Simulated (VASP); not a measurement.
Here is a VASP 6.6.1 calculation.

INCAR

```
SYSTEM = BeGeSb2
  PREC = Accurate
  ENCUT = 600
  EDIFF = 1E-6
  ISMEAR = -1
  SIGMA = 0.02
  LREAL = .FALSE.
  LASPH = .TRUE.
  NELM = 100
  ALGO = Normal
  ISIF = 3
  LWAVE = .FALSE.
  LCHARG = .FALSE.
  GGA = PE
  IBRION = 2
  NSW = 80
  EDIFFG = -0.005
```

Contents of KPOINTS:

```
Automatic mesh
0
G
  6 6 2
  0 0 0
```

POSCAR

```
BeGeSb2
1.0
    3.9952810698      0.0000000000      0.0000000000
    0.0000000000      3.9952810698      0.0000000000
    0.0000000000      0.0000000000     11.3003613488
Be Sb Ge
2 4 2
Direct
    0.5000000000      0.0000000000      0.8750000000
    0.0000000000      0.5000000000      0.1250000000
    0.5000000000      0.5000000000      0.0000000000
    0.0000000000      0.0000000000      0.2500000000
    0.5000000000      0.5000000000      0.5000000000
    0.0000000000      0.0000000000      0.7500000000
    0.5000000000      0.0000000000      0.3750000000
    0.0000000000      0.5000000000      0.6250000000
```

Potentials or basis: VASP PAW PBE potentials, release 64 (Be, Sb, Ge_d).

Command:

```console
$ cat potpaw_PBE.64/Be/POTCAR potpaw_PBE.64/Sb/POTCAR potpaw_PBE.64/Ge_d/POTCAR > POTCAR
$ mpirun -np 1 vasp_std > vasp.out
```

(1) Predict the band gap on the k mesh.

(2) Estimate the relaxed volume.

Results:

(1) zero (bands 26 and 27 overlap by 0.26 eV).

(2) 26.45 Å³/atom.

Caveat: the volume moved by over 15 % at a fixed basis, so the end points are rough; semilocal functionals underestimate gaps, and a narrow one can read as zero; spin-orbit coupling is left out, which moves the levels of the heavy elements.
